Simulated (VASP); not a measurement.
FePt (Tetraferroplatinum), 2 atoms in the cell. It takes space group P4/mmm (No. 123, tetragonal). Conventional cell: a = 2.710 Å, b = 2.710 Å, c = 3.709 Å, α = 90.00°, β = 90.00°, γ = 90.00°. Within 3.5 Å of Pt (site symmetry 4/mmm) lie 8 Fe at 2.67 Å and 4 Pt at 2.71 Å. Fe (site symmetry 4/mmm) has 8 Pt at 2.67 Å and 4 Fe at 2.71 Å within 3.5 Å. 

* Program: VASP 6.6.1
* Task: single point
* Functional: revPBE
* Dispersion: D4
* Potentials or basis: VASP PAW PBE potentials, release 64 (Pt, Fe)
* Cutoff: 520 eV
* k mesh: 10 × 10 × 7
* Occupations: fermi-dirac, width 0.05 eV
* Spin: collinear spin, ferromagnetic start
* Starting moments: [0.0, 3.0] μB
* Dipole correction: no
* Further INCAR settings: ALGO = Normal; EDIFF = 1e-06; NBANDS = 20

Potentials or basis: VASP PAW PBE potentials, release 64 (Pt, Fe).

Launch:

```sh
$ cat potpaw_PBE.64/Pt/POTCAR potpaw_PBE.64/Fe/POTCAR > POTCAR
$ mpirun -np 1 vasp_std > vasp.out
```

Hardware: 1 thread of AMD EPYC 7R43 64-Core Processor (Zen 3), with other jobs on the host.

How long does it take, and how much memory?

Wall time 120 s on 1 thread of AMD EPYC 7R43 64-Core Processor (Zen 3), with other jobs on the host, peak memory 0.15 GiB. Counts: scf iterations 15, k points 84.
